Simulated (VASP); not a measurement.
Wanted: the native input for a VASP 6.6.1 run.

```yaml
Task: single point
Functional: r2SCAN
Potentials_or_basis: VASP PAW PBE potentials, release 64 (H, C)
Cutoff: 660 eV
k_mesh: 4 × 4 × 4
Occupations: gaussian, width 0.02 eV
Spin: no spin polarisation
Dipole_correction: no
Further_INCAR_settings: LREAL = Auto; ALGO = Normal; EDIFF = 1e-06; NBANDS = 72
```

H4C5:

```
H C
1.0
     7.94919    0.00000    0.03139
     0.00000    6.02428    0.00000
    -3.52413    0.00000    7.48588
H C
16 20
Cartesian
  0.7519 3.4109 6.2667
  1.9111 0.3987 4.9935
  3.6732 2.6134 1.2506
  2.5139 5.6256 2.5237
  0.0962 4.9404 4.4497
  2.5668 1.9282 6.8105
  4.3289 1.0839 3.0675
  1.8582 4.0960 0.7068
  6.6266 5.4539 2.5346
  -0.4395 2.4418 1.2397
  -2.2015 0.5703 4.9827
  4.8645 3.5825 6.2776
  -0.4047 1.2180 6.5366
  3.0677 4.2301 4.7236
  4.8298 4.8063 0.9807
  1.3573 1.7941 2.7936
  -0.0379 3.1278 5.5805
  2.7009 0.1157 5.6797
  4.4630 2.8964 1.9368
  1.7242 5.9086 1.8376
  -0.3988 3.9835 4.5691
  3.0618 0.9714 6.6911
  4.8239 2.0408 2.9482
  1.3633 5.0529 0.8261
  -1.4315 3.6408 3.6662
  7.6186 0.6286 0.1082
  5.8565 2.3835 3.8511
  -3.1935 5.3957 7.4091
  6.1204 4.5022 2.6489
  0.0667 1.4901 1.1254
  -1.6954 1.5220 4.8683
  4.3584 4.5342 6.3919
  -0.6919 1.8863 5.7325
  3.3549 4.8985 5.5278
  5.1170 4.1379 1.7848
  1.0702 1.1258 1.9895
```

These files were run (other wordings do the same):

POSCAR

```
H4C5
1.0
    7.9491895116      0.0000000000      0.0313948303
    0.0000000000      6.0242812073      0.0000000000
   -3.5241272086      0.0000000000      7.4858784948
H C
16 20
Direct
    0.4648461533      0.5661872529      0.8351828514
    0.5351538467      0.0661872529      0.6648171486
    0.5351538467      0.4338127471      0.1648171486
    0.4648461533      0.9338127471      0.3351828514
    0.2751113707      0.8200769997      0.5932639270
    0.7248886293      0.3200769997      0.9067360730
    0.7248886293      0.1799230003      0.4067360730
    0.2751113707      0.6799230003      0.0932639270
    0.9818997858      0.9053268506      0.3344679241
    0.0181002142      0.4053268506      0.1655320759
    0.0181002142      0.0946731494      0.6655320759
    0.9818997858      0.5946731494      0.8344679241
    0.3355720012      0.2021826614      0.8717790926
    0.6644279988      0.7021826614      0.6282209074
    0.6644279988      0.7978173386      0.1282209074
    0.3355720012      0.2978173386      0.3717790926
    0.3251183058      0.5192067136      0.7441054668
    0.6748816942      0.0192067136      0.7558945332
    0.6748816942      0.4807932864      0.2558945332
    0.3251183058      0.9807932864      0.2441054668
    0.2200130036      0.6612430119      0.6094374529
    0.7799869964      0.1612430119      0.8905625471
    0.7799869964      0.3387569881      0.3905625471
    0.2200130036      0.8387569881      0.1094374529
    0.0369745252      0.6043467490      0.4895892191
    0.9630254748      0.1043467490      0.0104107809
    0.9630254748      0.3956532510      0.5104107809
    0.0369745252      0.8956532510      0.9895892191
    0.9251021649      0.7473505127      0.3499794723
    0.0748978351      0.2473505127      0.1500205277
    0.0748978351      0.2526494873      0.6500205277
    0.9251021649      0.7526494873      0.8499794723
    0.2519824517      0.3131237833      0.7647131594
    0.7480175483      0.8131237833      0.7352868406
    0.7480175483      0.6868762167      0.2352868406
    0.2519824517      0.1868762167      0.2647131594
```

INCAR.step1

```
SYSTEM = H4C5
  PREC = Accurate
  ENCUT = 660
  ISMEAR = 0
  SIGMA = 0.02
  LREAL = Auto
  LASPH = .TRUE.
  NELM = 120
  NBANDS = 72
  GGA = PE
  ALGO = Normal
  EDIFF = 1E-5
  LWAVE = .TRUE.
  LCHARG = .FALSE.
  GGA_COMPAT = .FALSE.
  KPAR = 4
```

INCAR.step2

```
SYSTEM = H4C5
  PREC = Accurate
  ENCUT = 660
  EDIFF = 1E-6
  ISMEAR = 0
  SIGMA = 0.02
  LREAL = Auto
  LASPH = .TRUE.
  NELM = 120
  ALGO = Normal
  ISIF = 2
  LWAVE = .FALSE.
  LCHARG = .TRUE.
  METAGGA = R2SCAN
  LMIXTAU = .TRUE.
  LVHAR = .TRUE.
  NBANDS = 72
  ISTART = 1
  GGA_COMPAT = .FALSE.
  KPAR = 4
```

KPOINTS

```
regular mesh
0
G
  4 4 4
  0 0 0
```

Potentials or basis: VASP PAW PBE potentials, release 64 (H, C).

Run with:

```console
$ cat potpaw_PBE.64/H/POTCAR potpaw_PBE.64/C/POTCAR > POTCAR
$ cp INCAR.step1 INCAR
$ mpirun -np 4 vasp_std > vasp.out
$ cp INCAR.step2 INCAR
$ mpirun -np 4 vasp_std > vasp.out
```

It gave:

```json
{
 "Pressure": "0.1 GPa",
 "Largest force": "0.050 eV/Å",
 "Band gap on the k mesh": "3.32 eV (least direct gap 3.43 eV)"
}
```

Caveat: the PAW data sets were made with another functional, which shifts forces and pressure a little.

It took 13 min on 4 MPI ranks on Intel(R) Xeon(R) 6975P-C (Granite Rapids), on a shared host, peak memory 1 GiB a rank.
